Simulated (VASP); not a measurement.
Set up this calculation in VASP 6.6.1, as the native input.

```yaml
Task: single point
Functional: r2SCAN
Potentials_or_basis: VASP PAW PBE potentials, release 64 (Si, C)
Cutoff: 660 eV
k_mesh: 12 × 12 × 6
Occupations: gaussian, width 0.02 eV
Spin: no spin polarisation
Dipole_correction: no
Further_INCAR_settings: ALGO = Normal; EDIFF = 1e-06; NBANDS = 16
```

SiC:

```
Si C
1.0
    -1.53760   -2.66320    0.00000
     3.07520    0.00000    0.00000
     0.00000    0.00000    5.04817
Si C
2 2
Direct
  0.33333 0.66667 0.00460
  0.66667 0.33333 0.50460
  0.33333 0.66667 0.38040
  0.66667 0.33333 0.88040
```

These files were run (other wordings do the same):

POSCAR

```
SiC
1.0
   -1.5375975003     -2.6631969920      0.0000000000
    3.0751950005      0.0000000000      0.0000000000
    0.0000000000      0.0000000000      5.0481668371
Si C
2 2
Direct
    0.3333333333      0.6666666667      0.0046028816
    0.6666666667      0.3333333333      0.5046028816
    0.3333333333      0.6666666667      0.3803971184
    0.6666666667      0.3333333333      0.8803971184
```

INCAR.step1

```
PREC = Accurate
ENCUT = 660
ISMEAR = 0
SIGMA = 0.02
LREAL = F
LASPH = T
NELM = 120
NBANDS = 16
GGA = PE
ALGO = Normal
EDIFF = 1E-5
LWAVE = T
LCHARG = F
GGA_COMPAT = F
```

INCAR.step2

```
PREC = Accurate
ENCUT = 660
EDIFF = 1E-6
ISMEAR = 0
SIGMA = 0.02
LREAL = F
LASPH = T
NELM = 120
ALGO = Normal
ISIF = 2
LWAVE = F
LCHARG = F
METAGGA = R2SCAN
LMIXTAU = T
NBANDS = 16
ISTART = 1
GGA_COMPAT = F
```

KPOINTS

```
regular mesh
0
Gamma
  12 12 6
```

Potentials or basis: VASP PAW PBE potentials, release 64 (Si, C).

Launch:

```console
$ cat potpaw_PBE.64/Si/POTCAR potpaw_PBE.64/C/POTCAR > POTCAR
$ cp INCAR.step1 INCAR
$ mpirun -np 1 vasp_std > vasp.out
$ cp INCAR.step2 INCAR
$ mpirun -np 1 vasp_std > vasp.out
```

Results of the run:

```
Pressure               : -0.4 GPa
Band gap on the k mesh : 2.66 eV, indirect (least direct gap 4.49 eV)
```

Caveat: the PAW data sets were made with another functional, which shifts forces and pressure a little.

Wall time 6.2 min on 1 thread of Intel Xeon 8259CL, on a shared host, peak memory 0.22 GiB.
